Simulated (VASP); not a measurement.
Here is a VASP 6.6.1 calculation.

INCAR

```
ALGO = Normal
EDIFF = 1E-6
ENCUT = 520
ISIF = 2
ISMEAR = 0
LASPH = T
LCHARG = F
LREAL = F
LWAVE = F
NBANDS = 16
NELM = 100
PREC = Accurate
SIGMA = 0.1
```

The input KPOINTS:

```
k-points
0
Gamma
  9 9 12
```

File POSCAR:

```
CoSi2
1.0
    3.8197405038      0.0000054912      0.0085240613
   -1.9098654964      3.3079950578     -0.0085240613
   -1.9032660756      1.0988511811      2.9867824731
Co Si
1 2
Direct
    0.0000000000      0.0000000000      0.0000000000
    0.7453910101      0.2546089899      0.2386380629
    0.2546089899      0.7453910101      0.7613619371
```

Potentials or basis: VASP PAW LDA potentials, release 64 (Co, Si).

The run is started by

```bash
$ cat potpaw_LDA.64/Co/POTCAR potpaw_LDA.64/Si/POTCAR > POTCAR
$ mpirun -np 1 vasp_std > vasp.out
```

**Question.** What does it give for the largest force?

**Answer.** 0.009 eV/Å.

**Question.** What does it give for the pressure?

**Answer.** -5.5 GPa.

Forces in eV/Å, atoms in the order of the input:
```
Co   0.000  0.000  0.000
Si   0.008 -0.004 -0.001
Si  -0.008  0.004  0.001
```

Spin polarisation is off, so any magnetic state and its effect on volume and gap are missing.
